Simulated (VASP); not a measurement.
# GaAs in VASP: relaxation of the atoms with PBE+D3(BJ)

Aim: the relaxation of the atoms of GaAs with PBE+D3(BJ).

Program: VASP 6.6.1. These are calculated values, not measurements. Logs are shortened: lines on timing, memory, paths and dates and some standing lists are left out, and cuts for length are marked.

## Step 1: The cell of the first run

The cell holds a slab with vacuum, 16 atoms: a = 8.027 Å, b = 8.027 Å, c = 20.096 Å, α = 90.00°, β = 90.00°, γ = 120.00°.

## Step 2: Relaxation of the atoms, PBE+D3(BJ)

INCAR reads:

```
PREC = Accurate ; ENCUT = 520
EDIFF = 1E-7 ; ISMEAR = 0
SIGMA = 0.05 ; LREAL = Auto
LASPH = True ; NELM = 60
ALGO = Fast ; ISIF = 2
LWAVE = False ; LCHARG = False
LDIPOL = True ; IDIPOL = 3
DIPOL = 0.5 0.5 0.500 ; GGA = PE
IVDW = 12 ; IBRION = 2
NSW = 90 ; EDIFFG = -0.03
```

KPOINTS reads:

```
regular mesh
0
Gamma
  2 2 1
```

POSCAR reads:

```
GaAs
1.0
    8.0267120191      0.0000000000      0.0000000000
   -4.0133560095      6.9513365174      0.0000000000
    0.0000000000      0.0000000000     20.0961143248
As Ga
8 8
Selective dynamics
Direct
    0.5000000000      0.0000000000      0.3980869073  F F F
    0.5000000000      0.5000000000      0.3980869073  F F F
    0.0000000000      0.0000000000      0.3980869073  F F F
    0.0000000000      0.5000000000      0.3980869073  F F F
    0.6666666667      0.8333333333      0.5611478556  T T T
    0.6666666667      0.3333333333      0.5611478556  T T T
    0.1666666667      0.8333333333      0.5611478556  T T T
    0.1666666667      0.3333333333      0.5611478556  T T T
    0.1666666667      0.8333333333      0.4388521444  F F F
    0.1666666667      0.3333333333      0.4388521444  F F F
    0.6666666667      0.8333333333      0.4388521444  F F F
    0.6666666667      0.3333333333      0.4388521444  F F F
    0.3333333333      0.6666666667      0.6019130927  T T T
    0.3333333333      0.1666666667      0.6019130927  T T T
    0.8333333333      0.6666666667      0.6019130927  T T T
    0.8333333333      0.1666666667      0.6019130927  T T T
```

Potentials or basis: VASP PAW PBE potentials, release 64 (As, Ga_d).

On the command line:

```bash
$ cat potpaw_PBE.64/As/POTCAR potpaw_PBE.64/Ga_d/POTCAR > POTCAR
$ mpirun -np 1 vasp_std > vasp.out
```

OUTCAR:

```text
PREC = Accurate
   ENCUT = 520
   EDIFF = 1E-7
   ISMEAR = 0
   LREAL = Auto
   LASPH = True
   NELM = 60
   ISIF = 2
   GGA = PE
   IVDW = 12
   IBRION = 2
   NSW = 90
   EDIFFG = -0.03
 IVDW          = 12

 ion  position               nearest neighbor table
   1  0.500  0.000  0.398-  12 2.46   9 2.46  11 2.46
   2  0.500  0.500  0.398-  11 2.46  10 2.46  12 2.46
   3  0.000  0.000  0.398-  10 2.46  11 2.46   9 2.46
   4  0.000  0.500  0.398-   9 2.46  12 2.46  10 2.46
   5  0.667  0.833  0.561-  11 2.46  15 2.46  16 2.46  13 2.46
   6  0.667  0.333  0.561-  12 2.46  16 2.46  15 2.46  14 2.46
   7  0.167  0.833  0.561-   9 2.46  13 2.46  14 2.46  15 2.46
   8  0.167  0.333  0.561-  10 2.46  14 2.46  13 2.46  16 2.46
   9  0.167  0.833  0.439-   7 2.46   4 2.46   1 2.46   3 2.46
  10  0.167  0.333  0.439-   8 2.46   3 2.46   2 2.46   4 2.46
  11  0.667  0.833  0.439-   5 2.46   2 2.46   3 2.46   1 2.46
  12  0.667  0.333  0.439-   6 2.46   1 2.46   4 2.46   2 2.46
  13  0.333  0.667  0.602-   7 2.46   8 2.46   5 2.46
  14  0.333  0.167  0.602-   8 2.46   7 2.46   6 2.46
  15  0.833  0.667  0.602-   5 2.46   6 2.46   7 2.46
  16  0.833  0.167  0.602-   6 2.46   5 2.46   8 2.46

  LATTYP: Found a hexagonal cell.
 ALAT       =     8.0267120191
 C/A-ratio  =     2.5036545820

  Lattice vectors:

 A1 = (   8.0267120191,   0.0000000000,   0.0000000000)
 A2 = (  -4.0133560095,   6.9513365174,   0.0000000000)
 A3 = (   0.0000000000,   0.0000000000,  20.0961143248)

Analysis of symmetry for initial positions (statically):
=====================================================================
 Subroutine PRICEL returns following result:

  LATTYP: Found a hexagonal cell.
 ALAT       =     4.0133560095
 C/A-ratio  =     5.0073091639

  Lattice vectors:

 A1 = (   4.0133560095,   0.0000000000,   0.0000000000)
 A2 = (  -2.0066780047,   3.4756682587,   0.0000000000)
 A3 = (   0.0000000000,   0.0000000000,  20.0961143248)

   4 primitive cells build up your supercell.

 Routine SETGRP: Setting up the symmetry group for a
 hexagonal supercell.

 Subroutine GETGRP returns: Found  6 space group operations
 (whereof  6 operations were pure point group operations)
 out of a pool of 24 trial point group operations.

The static configuration has the point symmetry C_3v.

Analysis of symmetry for dynamics (positions and initial velocities):
=====================================================================
 Subroutine PRICEL returns following result:

  LATTYP: Found a hexagonal cell.
 ALAT       =     4.0133560095
 C/A-ratio  =     5.0073091639

  Lattice vectors:

 A1 = (   4.0133560095,   0.0000000000,   0.0000000000)
 A2 = (  -2.0066780047,   3.4756682587,   0.0000000000)
 A3 = (   0.0000000000,   0.0000000000,  20.0961143248)

   4 primitive cells build up your supercell.

 Routine SETGRP: Setting up the symmetry group for a
 hexagonal supercell.

 Subroutine GETGRP returns: Found  6 space group operations
 (whereof  6 operations were pure point group operations)
 out of a pool of 24 trial point group operations.

The dynamic configuration has the point symmetry C_3v.

Analysis of constrained symmetry for selective dynamics:
=====================================================================
 Subroutine PRICEL returns following result:

  LATTYP: Found a hexagonal cell.
 ALAT       =     4.0133560095
 C/A-ratio  =     5.0073091639

  Lattice vectors:

 A1 = (   4.0133560095,   0.0000000000,   0.0000000000)
 A2 = (  -2.0066780047,   3.4756682587,   0.0000000000)
 A3 = (   0.0000000000,   0.0000000000,  20.0961143248)

   4 primitive cells build up your supercell.

 Routine SETGRP: Setting up the symmetry group for a
 hexagonal supercell.

 Subroutine GETGRP returns: Found  6 space group operations
 (whereof  6 operations were pure point group operations)
 out of a pool of 24 trial point group operations.

The constrained configuration has the point symmetry C_3v.

 Subroutine INISYM returns: Found  6 space group operations
 (whereof  6 operations are pure point group operations),
 and found     4 'primitive' translations

----------------------------------------------------------------------------------------

                                     Primitive cell

  volume of cell :     280.3226

  direct lattice vectors                    reciprocal lattice vectors
     4.013356010  0.000000000  0.000000000     0.249168027  0.143857228  0.000000000
    -2.006678005  3.475668259  0.000000000     0.000000000  0.287714455  0.000000000
     0.000000000  0.000000000 20.096114325     0.000000000  0.000000000  0.049760863

  length of vectors
     4.013356010  4.013356010 20.096114325     0.287714455  0.287714455  0.049760863

  position of ions in fractional coordinates (direct lattice)
     0.000000000  0.000000000  0.398086907
     0.333333333  0.666666667  0.561147856
     0.333333333  0.666666667  0.438852144
     0.666666667  0.333333333  0.601913093

  ion indices of the primitive-cell ions
   primitive index   ion index
                 1           1
                 2           5
                 3          11
                 4          14

----------------------------------------------------------------------------------------

 KPOINTS: regular mesh

Automatic generation of k-mesh.
 Grid dimensions read from file:
 generate k-points for:    2    2    1

 Generating k-lattice:

  Cartesian coordinates                     Fractional coordinates (reciprocal lattice)
     0.062292007  0.035964307  0.000000000     0.500000000  0.000000000  0.000000000
     0.000000000  0.071928614  0.000000000     0.000000000  0.500000000  0.000000000
     0.000000000  0.000000000  0.049760863     0.000000000  0.000000000  1.000000000

  Length of vectors
     0.071928614  0.071928614  0.049760863

  Shift w.r.t. Gamma in fractional coordinates (k-lattice)
     0.000000000  0.000000000  0.000000000

 Subroutine IBZKPT returns following result:
 ===========================================

 Found      2 irreducible k-points:

 Following reciprocal coordinates:
            Coordinates               Weight
  0.000000  0.000000  0.000000      1.000000
  0.500000  0.000000  0.000000      3.000000
   k-points           NKPTS =      2   k-points in BZ     NKDIM =      2   number of bands    NBANDS=     86
   number of dos      NEDOS =    301   number of ions     NIONS =     16
   total plane-waves  NPLWV = 540000
   dimension x,y,z NGX =    60 NGY =   60 NGZ =  150
   dimension x,y,z NGXF=   120 NGYF=  120 NGZF=  300
   ions per type =               8   8
   NGX,Y,Z   is equivalent  to a cutoff of  12.43, 12.43, 12.41 a.u.
   NGXF,Y,Z  is equivalent  to a cutoff of  24.85, 24.85, 24.82 a.u.
 SYSTEM =  unknown system
   PREC   = accura    normal or accurate (medium, high low for compatibility)
   ISTART =      0    job   : 0-new  1-cont  2-samecut
   ICHARG =      2    charge: 1-file 2-atom 10-const
   ISPIN  =      1    spin polarized calculation?
   LNONCOLLINEAR =      F non collinear calculations
   LSORBIT =      F    spin-orbit coupling
   LASPH  =      T    aspherical Exc in radial PAW
   ENCUT  =  520.0 eV  38.22 Ry    6.18 a.u.  14.92 14.92 37.37*2*pi/ulx,y,z
   NELM   =     60;   NELMIN=  2; NELMDL= -5     # of ELM steps
   EDIFF  = 0.1E-06   stopping-criterion for ELM
   LREAL  =      T    real-space projection
   EDIFFG = -.3E-01   stopping-criterion for IOM
   NSW    =     90    number of steps for IOM
   IBRION =      2    ionic relax: 0-MD 1-quasi-New 2-CG
   NFREE  =      1    steps in history (QN), initial steepest desc. (CG)
   ISIF   =      2    stress and relaxation
   ISYM   =      2    0-nonsym 1-usesym 2-fastsym
   POTIM  = 0.5000    time-step for ionic-motion
   TEBEG  =    0.0;   TEEND  =   0.0 temperature during run
   PSTRESS=    0.0 pullay stress
   NELECT =     144.0000    total number of electrons
   NUPDOWN=      -1.0000    fix difference up-down
   EMIN   =  10.00;   EMAX   =-10.00  energy-range for DOS
   EFERMI =   0.00;   METHOD = LEGACY
   ISMEAR =     0;   SIGMA  =   0.05  broadening in eV -4-tet -1-fermi 0-gaus
   EFERMI_NEDOS =   21; number of points for ismear=-14 and -15
   IALGO  =     68    algorithm
   IMIX   =      4    mixing-type and parameters
     AMIX     =   0.40;   BMIX     =  1.00
     AMIX_MAG =   1.60;   BMIX_MAG =  1.00
  volume/ion in A,a.u.               =      70.08       472.93
  Fermi-wavevector in a.u.,A,eV,Ry     =   0.825955  1.560828  9.281913  0.682201
  Thomas-Fermi vector in A             =   1.937903
   LORBIT       =      0    0 simple, 1 ext, 2 COOP (PROOUT), +10 PAW based schemes
   GGA     = PE    functional components
   LHFCALC =     F    Hartree Fock is set to
   AEXX    =    0.0000 exact exchange contribution
   IVDW    =    12    specifies the selected vdW correction
   LEPSILON=     F    determine dielectric tensor
   LRPA    =     F    only Hartree local field effects (RPA)
 conjugate gradient relaxation of ions
 non-spin polarized calculation
 RMM-DIIS sequential band-by-band and
 Gauss-broadening in eV      SIGMA  =   0.05
  energy-cutoff  :      520.00
  volume of cell :     1121.29
 maximum number of plane-waves:     30212
 NGX is ok and might be reduce to    60
   NGX = 29   NGY = 29   NGZ = 75

--------------------------------------- Ionic step        1  -------------------------------------------

 number of electron     143.9999890 magnetization

 Free energy of the ion-electron system (eV)
  ---------------------------------------------------
  ext. energy  EPLUGINS =         0.00000000
  ---------------------------------------------------
  free energy    TOTEN  =       -59.25793612 eV

  energy without entropy =      -59.23494921  energy(sigma->0) =      -59.24644267

------------------------ aborting loop because EDIFF is reached ----------------------------------------

 Edisp (eV)   -3.43477

 E8    (eV) :    -1.6062

  FORCE on cell =-STRESS in cart. coord.  units (eV):
  Direction    XX          YY          ZZ          XY          YZ          ZX
  --------------------------------------------------------------------------------------
  -------------------------------------------------------------------------------------
  Total      -0.12892    -0.12892     5.37788    -0.00000    -0.00000     0.00000
  in kB      -0.18422    -0.18422     7.68429    -0.00000    -0.00000     0.00000
  external pressure =        2.44 kB  Pullay stress =        0.00 kB
[... 413 lines left out ...]
  energy  without entropy=      -63.1074061862  energy(sigma->0) =      -63.11667443

--------------------------------------- Ionic step        9  -------------------------------------------

 number of electron     143.9999912 magnetization

 dipolmoment           0.000000      0.000000     -0.649352 electrons x Angstroem

 Free energy of the ion-electron system (eV)
  ---------------------------------------------------
  ext. energy  EPLUGINS =         0.00000000
  ---------------------------------------------------
  free energy    TOTEN  =       -59.75663301 eV

  energy without entropy =      -59.73757640  energy(sigma->0) =      -59.74710471

 E-fermi :  -1.5837     XC(G=0):  -3.8074

 val. band max:       -1.5951818302   @ k =   0.0000   0.0000   0.0000
 cond. band min:      -1.1242629829   @ k =   0.5000   0.0000   0.0000
 fundamental gap:      0.4709188473
 Fermi energy:        -1.5836678379

 k-point     1 :       0.0000    0.0000    0.0000
  band No.  band energies     occupation
      1     -17.4575      2.00000
      2     -17.4427      2.00000
      3     -17.4427      2.00000
      4     -17.4427      2.00000
      5     -17.3693      2.00000
      6     -17.3693      2.00000
[... 76 lines left out ...]
     83       0.5501      0.00000
     84       0.5502      0.00000

 k-point     2 :       0.5000    0.0000    0.0000
  band No.  band energies     occupation
      1     -17.4446      2.00000
      2     -17.4446      2.00000
      3     -17.4345      2.00000
      4     -17.4345      2.00000
      5     -17.3722      2.00000
      6     -17.3722      2.00000
[... 76 lines left out ...]
     83       2.1999      0.00000
     84       2.1999      0.00000
 [bands above 84 left out]

------------------------ aborting loop because EDIFF is reached ----------------------------------------

 vacuum level on the upper side and lower side of the slab       (xc-potential included)        -1.083         0.965

 Edisp (eV)   -3.37257

 E8    (eV) :    -1.5739

  FORCE on cell =-STRESS in cart. coord.  units (eV):
  Direction    XX          YY          ZZ          XY          YZ          ZX
  --------------------------------------------------------------------------------------
  -------------------------------------------------------------------------------------
  Total       4.89716     4.89716    -0.26519     0.00000     0.00000     0.00000
  in kB       6.99741     6.99741    -0.37892     0.00000     0.00000     0.00000
  external pressure =        4.54 kB  Pullay stress =        0.00 kB
[... 31 lines left out ...]
  FREE ENERGIE OF THE ION-ELECTRON SYSTEM (eV)
  ---------------------------------------------------
  free  energy   TOTEN  =       -63.1292077564 eV

  energy  without entropy=      -63.1101511514  energy(sigma->0) =      -63.11967945

 reached required accuracy - stopping structural energy minimisation

 vacuum level on the upper side and lower side of the slab         1.658         3.763
```

Wall time 72 min (1 thread of Oxide Virtual Turin-like, shared host); peak memory 1.1 GiB.

What came out:

| Item | Value |
| --- | --- |
| Free energy | -63.1292 eV |
| Energy gained by relaxing | 27.3 meV/atom |
| Ionic steps | 9 |
| Band gap on the k mesh | zero (filled and empty bands touch) |
| Dispersion energy per atom | -0.211 eV |

Step by step:
```tsv
step	energy change (eV)	largest force on free atoms (eV/Å)	pressure (GPa)
1	0.0000	1.2377	0.24
2	-0.2527	0.6733	0.26
3	-0.4045	0.2227	0.43
4	-0.4271	0.0859	0.52
5	-0.4297	0.0587	0.57
6	-0.4297	0.0552	0.56
7	-0.4306	0.0509	0.55
8	-0.4332	0.0428	0.52
9	-0.4365	0.0259	0.45
```

Final structure:
```xyz
16
Lattice="8.0267 0.0000 0.0000 -4.0134 6.9513 0.0000 0.0000 0.0000 20.0961" Properties=species:S:1:pos:R:3 pbc="T T T"
As    4.0134    0.0000    8.0000
As    2.0067    3.4757    8.0000
As    0.0000    0.0000    8.0000
As   -2.0067    3.4757    8.0000
As    2.0067    5.7928   11.5040
As    4.0134    2.3171   11.5040
As   -2.0067    5.7928   11.5040
As    0.0000    2.3171   11.5040
Ga   -2.0067    5.7928    8.8192
Ga    0.0000    2.3171    8.8192
Ga    2.0067    5.7928    8.8192
Ga    4.0134    2.3171    8.8192
Ga    0.0000    4.6342   12.0598
Ga    2.0067    1.1586   12.0598
Ga    4.0134    4.6342   12.0598
Ga    6.0200    1.1586   12.0598
```

Caveat: the k points lie up to 0.45 Å⁻¹ apart.

The gap in the log of VASP goes by the Fermi energy; the results here count the filled bands.